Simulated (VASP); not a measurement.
Set up this calculation in VASP 6.6.1, as the native input.

- Task: single point
- Functional: PBEsol
- Potentials or basis: VASP PAW PBE potentials, release 64 (Sr_sv, Ti_sv, O)
- Cutoff: 520 eV
- k mesh: 8 × 8 × 8
- Occupations: gaussian, width 0.05 eV
- Spin: no spin polarisation
- Dipole correction: no
- Further INCAR settings: ALGO = Normal; EDIFF = 1e-07; NBANDS = 28

The structure of SrTiO3 lies in POSCAR:

```
SrTiO3
1.0
    3.8911201355      0.0000000000      0.0000000000
    0.0000000000      3.8911201355      0.0000000000
    0.0000000000      0.0000000000      3.8911201355
Sr Ti O
1 1 3
Direct
    0.0000000000      0.0000000000      0.0000000000
    0.5462591731      0.5000000000      0.5000000000
    0.0000000000      0.5000000000      0.5000000000
    0.5000000000      0.0000000000      0.5000000000
    0.5000000000      0.5000000000      0.0000000000
```

This cell differs from its parent crystal: atom 2 (Ti) moved +0.180 Å along Cartesian [1 0 0].

One way to write it, as run:

INCAR

```
  PREC = Accurate
  ENCUT = 520
  EDIFF = 1E-7
  ISMEAR = 0
  SIGMA = 0.05
  LREAL = False
  LASPH = True
  NELM = 80
  ALGO = Normal
  ISIF = 2
  LWAVE = False
  LCHARG = True
  GGA = PS
  LELF = True
  LVHAR = True
  NBANDS = 28
```

KPOINTS

```
regular mesh
0
Gamma
  8 8 8
```

Potentials or basis: VASP PAW PBE potentials, release 64 (Sr_sv, Ti_sv, O).

The run is started by

```bash
$ cat potpaw_PBE.64/Sr_sv/POTCAR potpaw_PBE.64/Ti_sv/POTCAR potpaw_PBE.64/O/POTCAR > POTCAR
$ mpirun -np 1 vasp_std > vasp.out
```

It gave:

The pressure is 3.0 GPa. The largest force is 1.666 eV/Å. The band gap on the k mesh is 1.86 eV, indirect (least direct gap 2.49 eV).

Caveat: the cell differs from its parent crystal (atom 2 (Ti) moved +0.180 Å along Cartesian [1 0 0]); the PAW data sets were made with another functional, which shifts forces and pressure a little.

It took 110 s on 1 thread of Intel(R) Xeon(R) Platinum 8488C (Sapphire Rapids), with other jobs on the host, peak memory 0.25 GiB.
